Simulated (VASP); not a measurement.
Here is a VASP 6.6.1 calculation.

File INCAR:

```
SYSTEM = ZnO
ALGO = Normal ; EDIFF = 1E-7
ENCUT = 520 ; ISIF = 2
ISMEAR = 0 ; LASPH = .TRUE.
LCHARG = .FALSE. ; LREAL = .FALSE.
LWAVE = .FALSE. ; NBANDS = 26
NELM = 60 ; PREC = Accurate
SIGMA = 0.05
```

File KPOINTS:

```
k-points
0
G
  9 9 4
  0 0 0
```

POSCAR

```
ZnO
1.0
    3.2879671587      0.0000000000      0.0000000000
   -1.6439835793      2.8474630862      0.0000000000
    0.0000000000      0.0000000000      7.3443545905
Zn O
2 2
Direct
    0.0000000000      0.0000000000      0.7500000000
    0.0000000000      0.0000000000      0.2500000000
    0.3333333333      0.6666666667      0.2500000000
    0.6666666667      0.3333333333      0.7500000000
```

Potentials or basis: VASP PAW LDA potentials, release 64 (Zn, O).

Command:

```console
$ cat potpaw_LDA.64/Zn/POTCAR potpaw_LDA.64/O/POTCAR > POTCAR
$ mpirun -np 1 vasp_std > vasp.out
```

(1) What does it give for the band gap on the k mesh?

(2) Predict the pressure.

Answers

(1) 0.79 eV, direct.

(2) -7.2 GPa.

Caveat: the cell differs from its parent crystal (strain +0.000 along x and y, +0.030 along z).
